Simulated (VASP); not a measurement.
A run of VASP 6.6.1:

The input POSCAR:

```
GaSb
1.0
    0.0000000000      3.0992546163      3.0992546163
    3.0992546163      0.0000000000      3.0992546163
    3.0992546163      3.0992546163      0.0000000000
Sb Ga
1 1
Direct
    0.7500000000      0.7500000000      0.7500000000
    0.0000000000      0.0000000000      0.0000000000
```

INCAR.step1

```
SYSTEM = GaSb
ALGO     = Normal         ! electronic algorithm
EDIFF    = 1E-5           ! SCF threshold, eV
ENCUT    = 440            ! plane-wave cutoff, eV
GGA      = PE             ! functional
GGA_COMPAT= .False.      
ISIF     = 2              ! what is computed and relaxed
ISMEAR   = -1             ! smearing method
LASPH    = .True.         ! aspherical terms in the spheres
LREAL    = .False.        ! projectors in reciprocal space
LWAVE    = .True.         ! write WAVECAR
NBANDS   = 21             ! bands
NELM     = 120            ! most SCF steps
PREC     = Accurate       ! precision mode
SIGMA    = 0.05           ! smearing width, eV
```

File INCAR.step2:

```
SYSTEM = GaSb
AEXX     = 0.25           ! exact-exchange fraction
ALGO     = Normal         ! electronic algorithm
EDIFF    = 1E-6           ! SCF threshold, eV
ENCUT    = 440            ! plane-wave cutoff, eV
GGA_COMPAT= .False.      
ISIF     = 2              ! what is computed and relaxed
ISMEAR   = -1             ! smearing method
ISTART   = 1            
LASPH    = .True.         ! aspherical terms in the spheres
LCHARG   = .True.         ! write CHGCAR
LELF     = .True.         ! ELF
LHFCALC  = .True.         ! exact exchange
LMIXTAU  = .True.       
LREAL    = .False.        ! projectors in reciprocal space
LVHAR    = .True.       
LWAVE    = .False.        ! write WAVECAR
METAGGA  = R2SCAN         ! meta-GGA
NBANDS   = 21             ! bands
NELM     = 120            ! most SCF steps
PREC     = Accurate       ! precision mode
PRECFOCK = Normal       
SIGMA    = 0.05           ! smearing width, eV
```

The input KPOINTS:

```
k-points
0
Gamma
  4 4 4
  0 0 0
```

Potentials or basis: VASP PAW PBE potentials, release 64 (Sb_d_GW, Ga_d).

Launch:

```console
$ cat potpaw_PBE.64/Sb_d_GW/POTCAR potpaw_PBE.64/Ga_d/POTCAR > POTCAR
$ cp INCAR.step1 INCAR
$ mpirun -np 1 vasp_std > vasp.out
$ cp INCAR.step2 INCAR
$ mpirun -np 1 vasp_std > vasp.out
```

Hardware: 1 thread of Intel(R) Xeon(R) 6975P-C (Granite Rapids) (shared host).

Q: How long does it take, and how much memory?

A: Wall time 8.9 min on 1 thread of Intel(R) Xeon(R) 6975P-C (Granite Rapids), on a shared host, peak memory 0.19 GiB. Counts: k points 8.
